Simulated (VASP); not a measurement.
Set up this calculation in VASP 6.6.1, as the native input.

```yaml
Task: single point
Functional: PBE
Potentials_or_basis: VASP PAW PBE potentials, release 64 (V_sv, O)
Cutoff: 600 eV
k_mesh: 4 × 4 × 4
Occupations: gaussian, width 0.05 eV
Spin: collinear spin, ferromagnetic start
Starting_moments: "[2.0, 2.0, 2.0, 2.0, 0.0, 0.0, 0.0, 0.0, 0.0, 0.0] μB"
Hubbard_terms: V d U = 3.25 eV
Dipole_correction: no
Further_INCAR_settings: ALGO = Normal; EDIFF = 1e-06; NBANDS = 59
```

The structure of V2O3 lies in POSCAR:

```
V2O3
1.0
    2.4712000000      1.4267479852      4.6720333333
   -2.4712000000      1.4267479852      4.6720333333
    0.0000000000     -2.8534959704      4.6720333333
V O
4 6
Direct
    0.3467000000      0.3467000000      0.3467000000
    0.1533000000      0.1533000000      0.1533000000
    0.6533000000      0.6533000000      0.6533000000
    0.8467000000      0.8467000000      0.8467000000
    0.5698000000      0.9302000000      0.2500000000
    0.2500000000      0.5698000000      0.9302000000
    0.9302000000      0.2500000000      0.5698000000
    0.4302000000      0.0698000000      0.7500000000
    0.7500000000      0.4302000000      0.0698000000
    0.0698000000      0.7500000000      0.4302000000
```

One way to write it, as run:

INCAR

```
ALGO = Normal ; EDIFF = 1E-6
ENCUT = 600 ; GGA = PE
GGA_COMPAT = F ; ISIF = 2
ISMEAR = 0 ; ISPIN = 2
LASPH = T ; LCHARG = F
LDAU = T ; LDAUJ = 0 0
LDAUL = 2 -1 ; LDAUPRINT = 1
LDAUTYPE = 2 ; LDAUU = 3.25 0
LMAXMIX = 4 ; LORBIT = 11
LREAL = F ; LWAVE = F
MAGMOM = 2 2 2 2 0 0 0 0 0 0 ; NBANDS = 59
NELM = 200 ; PREC = Accurate
SIGMA = 0.05
```

KPOINTS

```
k-points
0
Gamma
  4 4 4
```

Potentials or basis: VASP PAW PBE potentials, release 64 (V_sv, O).

Command:

```console
$ cat potpaw_PBE.64/V_sv/POTCAR potpaw_PBE.64/O/POTCAR > POTCAR
$ mpirun -np 1 vasp_std > vasp.out
```

It gave:

- Pressure: 18.6 GPa
- Largest force: 0.954 eV/Å
- Band gap on the k mesh: zero (filled and empty bands touch)
- Net moment: 8.00 μB per cell
- Site moments: V +1.93; O -0.02 μB
- Valence electrons inside the program's atomic spheres: V 11.46; O 5.10

Caveat: the k points lie up to 0.38 Å⁻¹ apart.

Wall time 3.6 min on 1 thread of Intel(R) Xeon(R) Platinum 8488C (Sapphire Rapids), with other jobs on the host, peak memory 0.46 GiB.
